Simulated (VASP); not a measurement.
Runs of VASP 6.6.1 on BaHfO3. The structure is that of space group P4mm (No. 99), or close to it. The cells are those of the table. 

```csv
cell,gap on the mesh (eV),pressure (GPa),largest force (eV/Å)
"a = 4.180, b = 4.180, c = 4.431 Å, angles 90.0, 90.0, 89.3°, 5 atoms",3.46,-3.8,(b)
"a = 4.170, b = 4.170, c = 4.170 Å, 5 atoms",3.60,5.6,2.36
"a = 4.252, b = 4.252, c = 4.128 Å, 5 atoms",3.28,(a),4.33
"a = 4.323, b = 4.323, c = 4.199 Å, 5 atoms",3.35,-6.5,1.65
"a = 4.229, b = 4.024, c = 3.935 Å, 5 atoms",3.63,25.0,4.85
```

Alike in all rows: task single point; level PBE; potentials or basis VASP PAW PBE potentials, release 64 (Ba_sv, Hf_pv, O); no spin polarisation; k mesh 6 × 6 × 6; cutoff (eV) 520; smearing gaussian 0.02 eV.

Fill in the values left out.

(a) 1.1; (b) 1.36.

Caveats: spin-orbit coupling is left out, which moves the levels of the heavy elements; forces of over 1 eV/Å act on the atoms, so gaps and moduli don't describe the material at rest.

A k mesh can miss the band edges, and the runs leave out spin-orbit coupling on Ba, Hf.
